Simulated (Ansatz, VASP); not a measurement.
## TaN: VASP beside Ansatz

```xyz
4
Lattice="3.0480 0.0000 0.0000 -1.5240 2.6396 0.0000 0.0000 0.0000 4.9180" Properties=species:S:1:pos:R:3 pbc="T T T"
Ta    0.0000    0.0000    0.0000
Ta    0.0000    0.0000    2.4590
N     0.0000    1.7598    1.2295
N     1.5240    0.8799    3.6885
```

Alike in both runs: task electric field gradients; functional PBEsol; k mesh 9 × 9 × 5; occupations fermi-dirac, width 0.01 eV; no spin polarisation.

|  | VASP | Ansatz |
| --- | --- | --- |
| version | VASP 6.6.1 | Ansatz 0.2.0 |
| potentials or method | VASP PAW PBE potentials, release 64 (Ta_pv, N), cutoff 520 eV | all-electron PAW with datasets made for the crystal, scalar-relativistic |

Ansatz gave:

- size of Vzz on the site where it differs most (V/Å²): 202.4

Problem. Estimate VASP's values.

Solution. Size of Vzz on the site where it differs most (V/Å²): 180.0.

VASP's potentials were made for PBE, not for PBEsol. Ansatz ran all-electron here, and VASP with PAW potentials.

Spin-orbit coupling is off throughout.
